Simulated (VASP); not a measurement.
Wanted: the native input for a VASP 6.6.1 run.

```yaml
Task: single point
Functional: PBE
Potentials_or_basis: VASP PAW PBE potentials, release 64 (C, Cl, H)
Cutoff: 520 eV
k_mesh: 1 × 1 × 1
Occupations: gaussian, width 0.03 eV
Spin: no spin polarisation
Tolerance_level: screening
Purpose: energy
Further_INCAR_settings: LREAL = Auto; ALGO = Normal; EDIFF = 1e-06; NELMDL = -8; ISIF = 0
```

The structure of CClH3 lies in POSCAR:

```
H3CCl
1.0
   12.0000000000      0.0000000000      0.0000000000
    0.0000000000     11.0000000000      0.0000000000
    0.0000000000      0.0000000000     11.0000000000
C Cl H
1 1 3
Direct
    0.4664500000      0.4889863600      0.5020909100
    0.5989750000      0.4616409100      0.4362909100
    0.4527916700      0.4230409100      0.5742181800
    0.4031916700      0.4792500000      0.4319636400
    0.4653750000      0.5807772700      0.5433454500
```

This cell differs from its parent crystal: last atom moved by 0.05 Å along z.

The input as run:

INCAR

```
SYSTEM = H3CCl
ALGO = Normal
EDIFF = 1E-6
EFERMI = MIDGAP
ENCUT = 520
GGA = PE
GGA_COMPAT = .FALSE.
ISIF = 0
ISMEAR = 0
LASPH = .TRUE.
LCHARG = .FALSE.
LREAL = Auto
LWAVE = .FALSE.
NELM = 120
NELMDL = -8
PREC = Accurate
ROPT = -0.00025 -0.00025 -0.00025
SIGMA = 0.03
```

KPOINTS

```
k-points
0
Gamma
  1 1 1
```

Potentials or basis: VASP PAW PBE potentials, release 64 (C, Cl, H).

Command:

```sh
$ cat potpaw_PBE.64/C/POTCAR potpaw_PBE.64/Cl/POTCAR potpaw_PBE.64/H/POTCAR > POTCAR
$ mpirun -np 1 vasp_gam > vasp.out
```

Results of the run:

The largest force is 0.605 eV/Å and the gap between the frontier levels is 6.24 eV.

Caveat: the cell differs from its parent crystal (last atom moved by 0.05 Å along z).

Wall time 54 s on 1 thread of Intel(R) Xeon(R) 6975P-C (Granite Rapids), on a shared host, peak memory 1.1 GiB.
